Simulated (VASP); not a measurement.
## InCu3O3: relaxation of cell and atoms with PBE

The system is InCu3O3.

```
In Cu O
1.0
     4.30536    0.00000    0.00000
     0.00000    4.30536    0.00000
     0.00000    0.00000    5.53110
In Cu O
1 3 3
Cartesian
  2.1527 2.1527 0.2536
  0.0000 2.1527 2.4686
  2.1527 0.0000 2.4686
  0.0000 0.0000 1.9723
  0.0000 2.1527 0.1883
  2.1527 0.0000 0.1883
  2.1527 2.1527 3.1560
```

The cell was generated, and may not be a known phase.

```json
{
  "Program": "VASP 6.6.1",
  "Task": "relaxation of cell and atoms",
  "Functional": "PBE",
  "Potentials or basis": "VASP PAW PBE potentials, release 64 (In_d, Cu, O)",
  "Cutoff": "600 eV",
  "k mesh": "3 × 3 × 2",
  "Occupations": "gaussian, width 0.15 eV",
  "Spin": "collinear spin",
  "Starting moments": "[0.0, 1.0, 1.0, 1.0, 0.0, 0.0, 0.0] μB",
  "Dipole correction": "no",
  "Further INCAR settings": "ALGO = Normal; EDIFF = 1e-07; IBRION = 2; EDIFFG = -0.08; NSW = 36; ISIF = 3"
}
```

```yaml
Relaxed_volume: 13.13 Å³/atom
Relaxed_cell: a = 3.995 Å, b = 3.995 Å, c = 5.761 Å, α = 90.00°, β = 90.00°, γ = 90.00°
Space_group_after_relaxing_to_0.1_Å: P4mm (No. 99)
Energy_gained_by_relaxing: 485.9 meV/atom
Ionic_steps: 35
Pressure_after_relaxing: 0.4 GPa
Largest_force_after_relaxing: 0.056 eV/Å
Band_gap_on_the_k_mesh: zero (filled and empty bands overlap)
Net_moment: 0.00 μB per cell
Valence_electrons_inside_the_program's_atomic_spheres: In 11.31; Cu 9.85, 9.89 (each value once); O 4.96, 4.93 (each value once)
```

Forces on the atoms (eV/Å):
```
In   0.000  0.000 -0.015
Cu   0.000  0.000  0.029
Cu   0.000  0.000  0.029
Cu   0.000  0.000 -0.056
O    0.000  0.000 -0.008
O    0.000  0.000 -0.008
O    0.000  0.000  0.029
```

Stress tensor (GPa, compression positive):
```
0.38 0.00 0.00
0.00 0.38 0.00
0.00 0.00 0.54
```

The path:
| step | energy change (eV) | largest force (eV/Å) | pressure (GPa) | volume (Å³) |
| --- | --- | --- | --- | --- |
| 1 | 0.0000 | 2.9228 | -4.42 | 102.53 |
| 2 | -1.2668 | 2.7683 | -2.82 | 96.54 |
| 3 | -1.8663 | 3.4295 | 14.58 | 83.60 |
| 4 | -2.1157 | 2.0149 | 4.15 | 88.86 |
| 5 | -2.1463 | 2.1842 | 6.36 | 87.41 |
| 6 | -2.7383 | 0.7736 | -3.02 | 90.26 |
| 7 | -2.7523 | 0.9882 | -4.22 | 90.81 |
| 8 | -2.9763 | 0.3593 | -0.86 | 86.90 |
| 9 | -3.0035 | 0.2515 | 1.47 | 85.14 |
| 10 | -3.0269 | 0.3449 | -0.23 | 86.32 |
| 11 | -3.0314 | 0.4118 | -1.64 | 87.43 |
| 12 | -3.0461 | 0.3869 | -1.05 | 87.28 |
| 13 | -3.0596 | 0.4415 | 0.27 | 87.00 |
| 14 | -3.0779 | 0.4076 | 0.45 | 87.13 |
| 15 | -3.1257 | 0.3196 | 1.15 | 87.52 |
| 16 | -3.0922 | 1.8870 | 3.32 | 88.23 |
| 17 | -3.1403 | 0.5219 | 1.70 | 87.73 |
| 18 | -3.1415 | 0.7139 | 1.94 | 87.82 |
| 19 | -3.1481 | 0.7602 | 1.90 | 88.01 |
| 20 | -3.1661 | 0.9099 | 1.68 | 88.55 |
| 21 | -3.1911 | 1.2641 | 1.34 | 89.63 |
| 22 | -3.1722 | 2.1958 | 0.81 | 91.73 |
| 23 | -3.1940 | 1.6031 | 1.15 | 90.41 |
| 24 | -3.2255 | 1.4798 | 0.72 | 90.97 |
| 25 | -3.2962 | 1.1633 | -0.51 | 92.63 |
| 26 | -3.3272 | 0.7125 | -2.63 | 95.78 |
| 27 | -3.3337 | 0.8412 | -2.04 | 94.79 |
| 28 | -3.3538 | 0.7033 | -1.22 | 94.06 |
| 29 | -3.3733 | 0.4064 | 0.91 | 92.33 |
| 30 | -3.3813 | 0.3084 | 0.60 | 92.48 |
| 31 | -3.3947 | 0.2502 | -0.38 | 92.93 |
| 32 | -3.3957 | 0.2471 | -0.70 | 93.09 |
| 33 | -3.3997 | 0.1559 | -0.11 | 92.62 |
| 34 | -3.4007 | 0.1108 | -0.02 | 92.39 |
| 35 | -3.4010 | 0.0558 | 0.43 | 91.94 |

Final structure:
```xyz
7
Lattice="3.9947 0.0000 0.0000 0.0000 3.9947 0.0000 0.0000 0.0000 5.7614" Properties=species:S:1:pos:R:3 pbc="T T T"
In    1.9973    1.9973    5.5081
Cu    0.0000    1.9973    2.8841
Cu    1.9973    0.0000    2.8841
Cu    0.0000    3.9947    1.1352
O     0.0000    1.9973    0.5868
O     1.9973    0.0000    0.5868
O     1.9973    1.9973    3.3175
```

Levels at points of the mesh, in eV from the Fermi level:
Spin up:
| k point | band 28 | band 29 | band 30 | band 31 | band 32 | band 33 | band 34 | band 35 | band 36 | band 37 |
| --- | --- | --- | --- | --- | --- | --- | --- | --- | --- | --- |
| (0.00, 0.00, 0.00) | -1.71 | -1.66 | -1.32 | -1.32 | -1.13 | -0.91 | 1.70 | 3.51 | 4.90 | 5.00 |
| (0.00, 0.00, 0.50) | -1.66 | -1.35 | -1.30 | -1.30 | -0.97 | -0.12 | 0.36 | 3.51 | 5.49 | 6.01 |
Spin down:
```csv
k point,band 30,band 31,band 32,band 33,band 34,band 35
"(0.00, 0.00, 0.00)",-1.32,-1.32,-1.13,-0.91,1.70,3.51
"(0.00, 0.00, 0.50)",-1.30,-1.30,-0.97,-0.12,0.36,3.51
```

It took 34 min on 1 thread of Oxide Virtual Turin-like Processor, on a shared host, peak memory 0.28 GiB.

Caveat: the k points lie up to 0.55 Å⁻¹ apart in the final cell, too coarse for converged energies and pressures of a metal; spin-orbit coupling is left out, which moves the levels of the heavy elements; the relaxation stopped at a loose force limit of 0.08 eV/Å, so its end isn't a converged minimum. With open d or f shells a metallic result of PBE can be an artefact of self-interaction; +U or a hybrid may open a gap.
